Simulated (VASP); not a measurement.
Write the native input for VASP 6.6.1 that does the following.

| Quantity | Value |
| --- | --- |
| Task | single point |
| Functional | PBE |
| Potentials or basis | VASP PAW PBE potentials, release 64 (Si, F) |
| Cutoff | 520 eV |
| k mesh | 6 × 6 × 2 |
| Occupations | gaussian, width 0.1 eV |
| Spin | collinear spin |
| Starting moments | [0.0, 0.0, 0.0, 0.0, 0.0, 1.0] μB |
| Dipole correction | no |
| Further INCAR settings | ALGO = Normal; EDIFF = 1e-07; NBANDS = 26 |

The structure of Si5F lies in POSCAR:

```
Si5F
1.0
    2.8730201800      0.0000000000      0.0000000000
   -1.4365100900      2.4881084700      0.0000000000
    0.0000000000      0.0000000000     14.7469713100
Si F
5 1
Direct
    0.6666666700      0.3333333300      0.8184250000
    0.3333333300      0.6666666700      0.6598208500
    0.6666666700      0.3333333300      0.5000000000
    0.3333333300      0.6666666700      0.3401791500
    0.6666666700      0.3333333300      0.1815750000
    0.3333333300      0.6666666700      0.0000000000
```

The cell was built from a structure type or drawn by symmetry, and may not be a known phase.

These files were run (other wordings do the same):

INCAR

```
SYSTEM = Si5F
PREC = Accurate ; ENCUT = 520
EDIFF = 1E-7 ; ISMEAR = 0
SIGMA = 0.1 ; LREAL = .FALSE.
LASPH = .TRUE. ; NELM = 150
ALGO = Normal ; ISIF = 2
LWAVE = .FALSE. ; LCHARG = .TRUE.
ISPIN = 2 ; MAGMOM = 0 0 0 0 0 1
LORBIT = 11 ; GGA = PE
LELF = .TRUE. ; LVHAR = .TRUE.
NBANDS = 26
```

KPOINTS

```
regular mesh
0
G
  6 6 2
  0 0 0
```

Potentials or basis: VASP PAW PBE potentials, release 64 (Si, F).

Launch:

```console
$ cat potpaw_PBE.64/Si/POTCAR potpaw_PBE.64/F/POTCAR > POTCAR
$ mpirun -np 1 vasp_std > vasp.out
```

Results of the run:

- Pressure: -10.5 GPa
- Largest force: 0.628 eV/Å
- Net moment: 0.00 μB per cell
- Valence electrons inside the program's atomic spheres: Si 1.45, 1.51, 1.50 (each value once); F 5.91

Caveat: the k points lie up to 0.42 Å⁻¹ apart.

Wall time 3 min on 1 thread of Intel(R) Xeon(R) Platinum 8259CL CPU @ 2.50GHz (Skylake/Cascade Lake), on a shared host, peak memory 0.3 GiB.
